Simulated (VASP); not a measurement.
Input of a VASP 6.6.1 run:

File INCAR:

```
SYSTEM = FeNi
PREC = Accurate
ENCUT = 600
EDIFF = 1E-8
ISMEAR = 0
SIGMA = 0.2
LREAL = .FALSE.
LASPH = .TRUE.
NELM = 200
ALGO = Normal
ISIF = 2
LWAVE = .FALSE.
LCHARG = .FALSE.
ISPIN = 2
MAGMOM = 2.71 0.74
LORBIT = 11
LMAXMIX = 4
GGA = PS
NBANDS = 20
IBRION = 8
NSW = 1
GGA_COMPAT = .FALSE.
KPAR = 4
```

File KPOINTS:

```
Automatic mesh
0
G
  16 16 12
  0 0 0
```

Contents of POSCAR:

```
FeNi
1.0
    2.4431970765      0.0000000000      0.0000000000
    0.0000000000      2.4431970765      0.0000000000
    0.0000000000      0.0000000000      3.5089835827
Fe Ni
1 1
Direct
    0.0000000000      0.0000000000      0.0000000000
    0.5000000000      0.5000000000      0.5000000000
```

Potentials or basis: VASP PAW PBE potentials, release 64 (Fe, Ni).

The run is started by

```sh
$ cat potpaw_PBE.64/Fe/POTCAR potpaw_PBE.64/Ni/POTCAR > POTCAR
$ mpirun -np 4 vasp_std > vasp.out
```

(1) What does it give for the highest phonon frequency at Γ?

(2) What does it give for the site moments?

(3) What does it give for the net moment?

Answers

(1) 315 cm⁻¹.

(2) Fe +2.46; Ni +0.61 μB.

(3) 3.08 μB per cell.

Caveat: the cell stands under pressure or tension, which shifts response properties.
